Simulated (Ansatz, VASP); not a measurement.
**Two plane-wave programs on Ti**

File POSCAR:

```
Ti
1.0
    4.5680217062      0.0000000000      0.0000000000
   -2.2840108531      3.9560228426      0.0000000000
    0.0000000000      0.0000000000      2.6833347900
Ti
3
Direct
    0.0000000000      0.0000000000      0.0000000000
    0.3333333333      0.6666666667      0.5000000000
    0.6666666667      0.3333333333      0.5000000000
```

Contents of INCAR.step1:

```
SYSTEM = Ti
PREC = Accurate ; ENCUT = 520
ISMEAR = 0 ; SIGMA = 0.15
LREAL = .FALSE. ; LASPH = .TRUE.
NELM = 80 ; NBANDS = 25
GGA = PE ; ALGO = Normal
EDIFF = 1E-4 ; LWAVE = .TRUE.
LCHARG = .FALSE.
```

The input INCAR.step2:

```
SYSTEM = Ti
PREC = Accurate ; ENCUT = 520
EDIFF = 1E-6 ; ISMEAR = 0
SIGMA = 0.15 ; LREAL = .FALSE.
LASPH = .TRUE. ; NELM = 80
ALGO = Normal ; ISIF = 2
LWAVE = .FALSE. ; LCHARG = .FALSE.
METAGGA = R2SCAN ; LMIXTAU = .TRUE.
NBANDS = 25 ; ISTART = 1
```

File KPOINTS:

```
Automatic mesh
0
G
  12 12 16
  0 0 0
```

Input for Ansatz:

```yaml
crystal:
  lattice:
    - [4.5680217062, 0.0, 0.0]
    - [-2.2840108531, 3.9560228426, 0.0]
    - [0.0, 0.0, 2.68333479]
  atoms:
    - { symbol: Ti, position: [0.0, 0.0, 0.0] }
    - { symbol: Ti, position: [0.3333333333, 0.6666666667, 0.5] }
    - { symbol: Ti, position: [0.6666666667, 0.3333333333, 0.5] }
basis:
  ecutwfc: 500
kpoints:
  mp_grid: { grid: [12, 12, 16] }
hamiltonian:
  xc: r2scan
scf:
  occupations: { method: gaussian, width: 0.15 }
output:
  forces: true
  stress: true
  eigenvalues: true
```

Change from the starting cell: strain +0.000 along x and y, -0.050 along z, atoms carried along.

Alike in both runs: task single point; functional r2SCAN; k mesh 12 × 12 × 16; occupations gaussian, width 0.15 eV; no spin polarisation.

|  | VASP | Ansatz |
| --- | --- | --- |
| version | VASP 6.6.1 | Ansatz 0.2.0 |
| potentials or method | VASP PAW PBE potentials, release 64 (Ti_sv), cutoff 520 eV | scalar-relativistic, plane waves, PAW |
| valence electrons in the cell | 36 | 36 |

VASP gave:

* gap on the k mesh at the Fermi level (eV): none
* pressure (GPa): 7.6
* traceless stress, the component that is largest in VASP (GPa): 8.42

Q: Estimate Ansatz's values.

A: gap on the k mesh at the Fermi level (eV): none; pressure (GPa): 7.1; traceless stress, the component that is largest in VASP (GPa): 8.40.

VASP's potentials were made for PBE, not for r2SCAN. A gap of «none» marks a metal or a gap that the smearing closes. The functional is the same, so the differences come from potentials, cutoffs and numerics.
